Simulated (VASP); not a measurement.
# Os (P6/mmm) in VASP: further runs

Os is run at these levels: PBE; tasks: single point.

Program: VASP 6.6.1. These are calculated values, not measurements. Logs are shortened: lines on timing, memory, paths and dates and some standing lists are left out, and cuts for length are marked.

### 1 The cell of the first run

Symmetry: P6/mmm, No. 191, hexagonal system. Conventional cell: a = 4.555 Å, b = 4.555 Å, c = 2.667 Å, α = 90.00°, β = 90.00°, γ = 120.00°. Os (site symmetry -6m2) has 11 Os at 2.63 to 2.95 Å within 3.5 Å. Os (site symmetry 6/mmm) has 14 Os at 2.67 to 2.95 Å within 3.5 Å.

This isn't the form of Os at room conditions, which is hcp.

### 2 Single point, PBE (Hf replaced by Os, lengths x 0.894, strained)

The input, INCAR:

```
ALGO     = Normal         # electronic algorithm
EDIFF    = 1E-6           # SCF threshold, eV
ENCUT    = 600            # plane-wave cutoff, eV
GGA      = PE             # functional
GGA_COMPAT= F            
ISIF     = 2              # what is computed and relaxed
ISMEAR   = 0              # smearing method
LASPH    = T              # aspherical terms in the spheres
LCHARG   = F              # write CHGCAR
LREAL    = F              # projectors in reciprocal space
LWAVE    = F              # write WAVECAR
NBANDS   = 19             # bands
NELM     = 120            # most SCF steps
PREC     = Accurate       # precision mode
SIGMA    = 0.1            # smearing width, eV
```

The input, KPOINTS:

```
k-points
0
Gamma
  6 6 6
```

The input, POSCAR:

```
Os
1.0
    4.5547359317      0.0000000000      0.0000000000
   -2.2773679658      3.9445170243      0.0000000000
    0.0000000000      0.0000000000      2.6672440900
Os
3
Direct
    0.6666666700      0.3333333300      0.5000000000
    0.3333333300      0.6666666700      0.5000000000
    0.0000000000      0.0000000000      0.0000000000
```

Potentials or basis: VASP PAW PBE potentials, release 64 (Os).

Run with:

```
$ cat potpaw_PBE.64/Os/POTCAR > POTCAR
$ mpirun -np 1 vasp_std > vasp.out
```

OUTCAR:

```text
EDIFF = 1E-6
   ENCUT = 600
   GGA = PE
   ISIF = 2
   ISMEAR = 0
   LASPH = T
   LREAL = F
   NELM = 120
   PREC = Accurate

 ion  position               nearest neighbor table
   1  0.667  0.333  0.500-   2 2.63   2 2.63   2 2.63   3 2.95   3 2.95   3 2.95   3 2.95   3 2.95
                             3 2.95
   2  0.333  0.667  0.500-   1 2.63   1 2.63   1 2.63   3 2.95   3 2.95   3 2.95   3 2.95   3 2.95
                             3 2.95
   3  0.000  0.000  0.000-   1 2.95   2 2.95   1 2.95   2 2.95   2 2.95   2 2.95   1 2.95   1 2.95
                             1 2.95   1 2.95   2 2.95   2 2.95

  LATTYP: Found a hexagonal cell.
 ALAT       =     4.5547359317
 C/A-ratio  =     0.5855979644

  Lattice vectors:

 A1 = (   4.5547359317,   0.0000000000,   0.0000000000)
 A2 = (  -2.2773679658,   3.9445170243,   0.0000000000)
 A3 = (   0.0000000000,   0.0000000000,   2.6672440900)

Analysis of symmetry for initial positions (statically):
=====================================================================
 Subroutine PRICEL returns:
 Original cell was already a primitive cell.

 Routine SETGRP: Setting up the symmetry group for a
 hexagonal supercell.

 Subroutine GETGRP returns: Found 24 space group operations
 (whereof 24 operations were pure point group operations)
 out of a pool of 24 trial point group operations.

The static configuration has the point symmetry D_6h.

Analysis of symmetry for dynamics (positions and initial velocities):
=====================================================================
 Subroutine PRICEL returns:
 Original cell was already a primitive cell.

 Routine SETGRP: Setting up the symmetry group for a
 hexagonal supercell.

 Subroutine GETGRP returns: Found 24 space group operations
 (whereof 24 operations were pure point group operations)
 out of a pool of 24 trial point group operations.

The dynamic configuration has the point symmetry D_6h.

 Subroutine INISYM returns: Found 24 space group operations
 (whereof 24 operations are pure point group operations),
 and found     1 'primitive' translations

----------------------------------------------------------------------------------------

                                     Primitive cell

  volume of cell :      47.9203

  direct lattice vectors                    reciprocal lattice vectors
     4.554735932  0.000000000  0.000000000     0.219551696  0.126758231  0.000000000
    -2.277367966  3.944517024  0.000000000     0.000000000  0.253516462  0.000000000
     0.000000000  0.000000000  2.667244090     0.000000000  0.000000000  0.374918817

  length of vectors
     4.554735932  4.554735932  2.667244090     0.253516462  0.253516462  0.374918817

  position of ions in fractional coordinates (direct lattice)
     0.666666670  0.333333330  0.500000000
     0.333333330  0.666666670  0.500000000
     0.000000000  0.000000000  0.000000000

  ion indices of the primitive-cell ions
   primitive index   ion index
                 1           1
                 2           2
                 3           3

----------------------------------------------------------------------------------------

 KPOINTS: k-points

Automatic generation of k-mesh.
 Grid dimensions read from file:
 generate k-points for:    6    6    6

 Generating k-lattice:

  Cartesian coordinates                     Fractional coordinates (reciprocal lattice)
     0.036591949  0.021126372  0.000000000     0.166666667  0.000000000  0.000000000
     0.000000000  0.042252744  0.000000000     0.000000000  0.166666667  0.000000000
     0.000000000  0.000000000  0.062486470     0.000000000  0.000000000  0.166666667

  Length of vectors
     0.042252744  0.042252744  0.062486470

  Shift w.r.t. Gamma in fractional coordinates (k-lattice)
     0.000000000  0.000000000  0.000000000

 Subroutine IBZKPT returns following result:
 ===========================================

 Found     28 irreducible k-points:

 Following reciprocal coordinates:
            Coordinates               Weight
  0.000000  0.000000  0.000000      1.000000
  0.166667 -0.000000  0.000000      6.000000
  0.333333  0.000000  0.000000      6.000000
  0.500000  0.000000  0.000000      3.000000
  0.166667  0.166667  0.000000      6.000000
  0.333333  0.166667  0.000000     12.000000
[... 16 lines left out ...]
  0.166667 -0.000000  0.500000      6.000000
  0.333333  0.000000  0.500000      6.000000
 [... further k-points ...]
   k-points           NKPTS =     28   k-points in BZ     NKDIM =     28   number of bands    NBANDS=     19
   number of dos      NEDOS =    301   number of ions     NIONS =      3
   total plane-waves  NPLWV =  31104
   dimension x,y,z NGX =    36 NGY =   36 NGZ =   24
   dimension x,y,z NGXF=    72 NGYF=   72 NGZF=   48
   ions per type =               3
   NGX,Y,Z   is equivalent  to a cutoff of  13.14, 13.14, 14.96 a.u.
   NGXF,Y,Z  is equivalent  to a cutoff of  26.28, 26.28, 29.92 a.u.
 SYSTEM =  unknown system
   PREC   = accura    normal or accurate (medium, high low for compatibility)
   ISTART =      0    job   : 0-new  1-cont  2-samecut
   ICHARG =      2    charge: 1-file 2-atom 10-const
   ISPIN  =      1    spin polarized calculation?
   LNONCOLLINEAR =      F non collinear calculations
   LSORBIT =      F    spin-orbit coupling
   LASPH  =      T    aspherical Exc in radial PAW
   ENCUT  =  600.0 eV  44.10 Ry    6.64 a.u.   9.10  9.10  5.33*2*pi/ulx,y,z
   NELM   =    120;   NELMIN=  2; NELMDL= -5     # of ELM steps
   EDIFF  = 0.1E-05   stopping-criterion for ELM
   LREAL  =      F    real-space projection
   EDIFFG = 0.1E-04   stopping-criterion for IOM
   NSW    =      0    number of steps for IOM
   IBRION =     -1    ionic relax: 0-MD 1-quasi-New 2-CG
   NFREE  =      0    steps in history (QN), initial steepest desc. (CG)
   ISIF   =      2    stress and relaxation
   ISYM   =      2    0-nonsym 1-usesym 2-fastsym
   POTIM  = 0.5000    time-step for ionic-motion
   TEBEG  =    0.0;   TEEND  =   0.0 temperature during run
   PSTRESS=    0.0 pullay stress
   NELECT =      24.0000    total number of electrons
   NUPDOWN=      -1.0000    fix difference up-down
   EMIN   =  10.00;   EMAX   =-10.00  energy-range for DOS
   EFERMI =   0.00;   METHOD = LEGACY
   ISMEAR =     0;   SIGMA  =   0.10  broadening in eV -4-tet -1-fermi 0-gaus
   EFERMI_NEDOS =   21; number of points for ismear=-14 and -15
   IALGO  =     38    algorithm
   IMIX   =      4    mixing-type and parameters
     AMIX     =   0.40;   BMIX     =  1.00
     AMIX_MAG =   1.60;   BMIX_MAG =  1.00
  volume/ion in A,a.u.               =      15.97       107.79
  Fermi-wavevector in a.u.,A,eV,Ry     =   1.300086  2.456806 22.996877  1.690223
  Thomas-Fermi vector in A             =   2.431307
   LORBIT       =      0    0 simple, 1 ext, 2 COOP (PROOUT), +10 PAW based schemes
   GGA     = PE    functional components
   LHFCALC =     F    Hartree Fock is set to
   AEXX    =    0.0000 exact exchange contribution
   IVDW    =     0    specifies the selected vdW correction
   LEPSILON=     F    determine dielectric tensor
   LRPA    =     F    only Hartree local field effects (RPA)
 non-spin polarized calculation
 Gauss-broadening in eV      SIGMA  =   0.10
  energy-cutoff  :      600.00
  volume of cell :       47.92
 maximum number of plane-waves:      1617
   NGX = 19   NGY = 19   NGZ = 11

 number of electron      23.9999997 magnetization

 Free energy of the ion-electron system (eV)
  ---------------------------------------------------
  ext. energy  EPLUGINS =         0.00000000
  ---------------------------------------------------
  free energy    TOTEN  =       -31.99106154 eV

  energy without entropy =      -31.97428880  energy(sigma->0) =      -31.98267517

 E-fermi :   7.7445     XC(G=0): -13.2840

 val. band max:        7.7409408242   @ k =   0.3333   0.3333   0.1667
 cond. band min:       7.7596674676   @ k =   0.5000   0.0000   0.1667
 fundamental gap:      0.0187266434
 Fermi energy:         7.7445313125

 k-point     1 :       0.0000    0.0000    0.0000
  band No.  band energies     occupation
      1      -2.1746      2.00000
      2       1.4999      2.00000
      3       3.2267      2.00000
      4       4.0007      2.00000
      5       4.0007      2.00000
      6       4.0749      2.00000
[... 11 lines left out ...]
     18      14.5533      0.00000
     19      15.9191      0.00000

 k-point     2 :       0.1667   -0.0000    0.0000
  band No.  band energies     occupation
      1      -1.7938      2.00000
      2       1.5567      2.00000
      3       2.5736      2.00000
      4       3.1915      2.00000
      5       3.4859      2.00000
      6       4.0597      2.00000
[... 11 lines left out ...]
     18      13.4292      0.00000
     19      14.1631      0.00000

 k-point     3 :       0.3333    0.0000    0.0000
  band No.  band energies     occupation
      1      -0.7566      2.00000
      2       1.2391      2.00000
      3       1.7951      2.00000
      4       2.7614      2.00000
      5       3.3876      2.00000
      6       3.7315      2.00000
[... 11 lines left out ...]
     18      11.1333      0.00000
     19      14.7850      0.00000

 k-point     4 :       0.5000    0.0000    0.0000
  band No.  band energies     occupation
      1       0.4861      2.00000
      2       0.6999      2.00000
      3       0.9928      2.00000
      4       3.0861      2.00000
      5       3.2360      2.00000
      6       3.5097      2.00000
[... 11 lines left out ...]
     18       9.7609      0.00000
     19      15.0595      0.00000

 k-point     5 :       0.1667    0.1667    0.0000
  band No.  band energies     occupation
      1      -1.0919      2.00000
      2       1.4322      2.00000
      3       1.9225      2.00000
      4       2.6390      2.00000
      5       3.4624      2.00000
      6       4.0678      2.00000
[... 11 lines left out ...]
     18      11.3662      0.00000
     19      15.6862      0.00000

 k-point     6 :       0.3333    0.1667    0.0000
  band No.  band energies     occupation
      1       0.0275      2.00000
      2       0.9246      2.00000
      3       1.2183      2.00000
      4       2.9374      2.00000
      5       3.3160      2.00000
      6       3.7600      2.00000
[... 11 lines left out ...]
     18       9.8071      0.00000
     19      16.3304      0.00000

 k-point     7 :       0.3333    0.3333    0.0000
  band No.  band energies     occupation
      1       0.4446      2.00000
      2       0.8752      2.00000
      3       0.8752      2.00000
      4       3.2306      2.00000
      5       3.2306      2.00000
      6       3.6053      2.00000
[... 11 lines left out ...]
     18       9.1881      0.00000
     19      18.7636      0.00000

 k-point     8 :       0.0000    0.0000    0.1667
  band No.  band energies     occupation
      1      -1.3662      2.00000
      2       2.4633      2.00000
      3       3.3940      2.00000
      4       3.3940      2.00000
      5       3.6155      2.00000
      6       3.6155      2.00000
[... 256 lines left out ...]
 k-point    20 :       0.3333    0.1667    0.3333
  band No.  band energies     occupation
      1       1.5142      2.00000
      2       1.9644      2.00000
      3       2.8448      2.00000
      4       2.9894      2.00000
      5       3.4418      2.00000
      6       4.1581      2.00000
[... 11 lines left out ...]
     18      12.5177      0.00000
     19      16.1392      0.00000

 k-point    21 :       0.3333    0.3333    0.3333
  band No.  band energies     occupation
      1       1.5455      2.00000
      2       2.5425      2.00000
      3       2.5425      2.00000
      4       2.9848      2.00000
      5       3.9247      2.00000
      6       3.9247      2.00000
[... 11 lines left out ...]
     18      10.8972      0.00000
     19      16.4926      0.00000

 k-point    22 :       0.0000    0.0000    0.5000
  band No.  band energies     occupation
      1       1.7537      2.00000
      2       1.7537      2.00000
      3       2.1111      2.00000
      4       2.3229      2.00000
      5       2.3229      2.00000
      6       3.8567      2.00000
[... 11 lines left out ...]
     18      15.6926      0.00000
     19      16.6829      0.00000

 k-point    23 :       0.1667   -0.0000    0.5000
  band No.  band energies     occupation
      1       1.5105      2.00000
      2       1.8654      2.00000
      3       1.9372      2.00000
      4       2.4165      2.00000
      5       3.2527      2.00000
      6       3.3797      2.00000
[... 11 lines left out ...]
     18      15.4991      0.00000
     19      16.0879      0.00000

 k-point    24 :       0.3333    0.0000    0.5000
  band No.  band energies     occupation
      1       1.4584      2.00000
      2       1.8081      2.00000
      3       2.1310      2.00000
      4       2.6090      2.00000
      5       3.4622      2.00000
      6       3.9933      2.00000
[... 11 lines left out ...]
     18      14.9083      0.00000
     19      15.3657      0.00000

 [... further k-points ...]
[... 5 lines left out ...]
  --------------------------------------------------------------------------------------
  -------------------------------------------------------------------------------------
  Total      -11.0563411    -11.0563411     -0.5017736     -0.0000000     -0.0000000      0.0000000
  in kB     -369.6597896   -369.6597896    -16.7763922     -0.0000000     -0.0000000      0.0000000
  external PRESSURE =    -252.0319904 kB  Pullay stress =       0.0000000 kB

 VOLUME and BASIS-vectors are now :
 -----------------------------------------------------------------------------
  energy-cutoff  :      600.00
  volume of cell :       47.92
      direct lattice vectors                 reciprocal lattice vectors
     4.554735932  0.000000000  0.000000000     0.219551696  0.126758231  0.000000000
    -2.277367966  3.944517024  0.000000000     0.000000000  0.253516462  0.000000000
     0.000000000  0.000000000  2.667244090     0.000000000  0.000000000  0.374918817

 POSITION                                       TOTAL-FORCE (eV/Angst)
 -----------------------------------------------------------------------------------
      2.27737      1.31484      1.33362        -0.000000      0.000000      0.000000
     -0.00000      2.62968      1.33362         0.000000     -0.000000     -0.000000
      0.00000      0.00000      0.00000         0.000000      0.000000      0.000000
 -----------------------------------------------------------------------------------
    total drift:                               -0.000000      0.000000      0.000000

  FREE ENERGIE OF THE ION-ELECTRON SYSTEM (eV)
  ---------------------------------------------------
  free  energy   TOTEN  =       -31.9910615383 eV

  energy  without entropy=      -31.9742887953  energy(sigma->0) =      -31.98267517
```

Run time: 26 s. Hardware: 1 thread of Intel Xeon 8259CL, shared host; peak memory 0.18 GiB.

Results:

```
Free energy            : -31.9911 eV
Pressure               : -25.2 GPa
Band gap on the k mesh : zero (bands 12 and 13 overlap by 1.96 eV)
```

Caveat: the k points lie up to 0.39 Å⁻¹ apart, too coarse for converged energies and pressures of a metal; the cell differs from its parent crystal (Hf replaced by Os, lengths x 0.894, strained); spin-orbit coupling is left out, which moves the levels of the heavy elements.

### 3 Single point, PBE (Hf replaced by Os, lengths x 0.894, strained)

The input, INCAR:

```
SYSTEM = Os
PREC = Accurate ; ENCUT = 600
EDIFF = 1E-6 ; ISMEAR = 0
SIGMA = 0.1 ; LREAL = .False.
LASPH = .True. ; NELM = 120
ALGO = Normal ; ISIF = 2
LWAVE = .False. ; LCHARG = .True.
GGA = PE ; LELF = .True.
LVHAR = .True. ; NBANDS = 19
GGA_COMPAT = .False.
```

The input, KPOINTS:

```
Automatic mesh
0
Gamma
  12 12 16
  0 0 0
```

POSCAR is that of step 2.

Potentials or basis: VASP PAW PBE potentials, release 64 (Os).

Run with:

```
$ cat potpaw_PBE.64/Os/POTCAR > POTCAR
$ mpirun -np 1 vasp_std > vasp.out
```

Wall time 2.1 min (1 thread of Intel Xeon 8259CL, shared host); peak memory 0.3 GiB.

It converged, with:

```yaml
Free_energy: -32.0977 eV
Pressure: -25.6 GPa
Band_gap_on_the_k_mesh: zero (bands 12 and 13 overlap by 1.97 eV)
```

Stress tensor (GPa, compression positive):
```
-36.89   0.00   0.00
  0.00 -36.89   0.00
  0.00   0.00  -3.14
```

Levels at points of the mesh, in eV from the Fermi level:
```csv
k point,band 8,band 9,band 10,band 11,band 12,band 13,band 14,band 15,band 16,band 17
"(0.00, 0.00, 0.00)",-3.55,-2.20,-2.20,-0.71,-0.71,-0.69,-0.69,2.03,2.03,5.66
"(0.50, 0.00, 0.00)",-3.33,-1.77,-0.48,-0.47,-0.26,0.09,0.96,1.21,1.24,1.28
"(0.00, 0.00, 0.50)",-2.39,-2.04,-2.04,0.63,0.63,1.34,1.34,3.23,4.05,4.54
"(0.50, 0.00, 0.50)",-2.15,-2.07,-1.29,-0.85,0.35,0.79,1.54,2.32,2.58,4.52
```

Caveat: the cell differs from its parent crystal (Hf replaced by Os, lengths x 0.894, strained); the stress differs along the axes, from -37 to -3 GPa; spin-orbit coupling is left out, which moves the levels of the heavy elements.
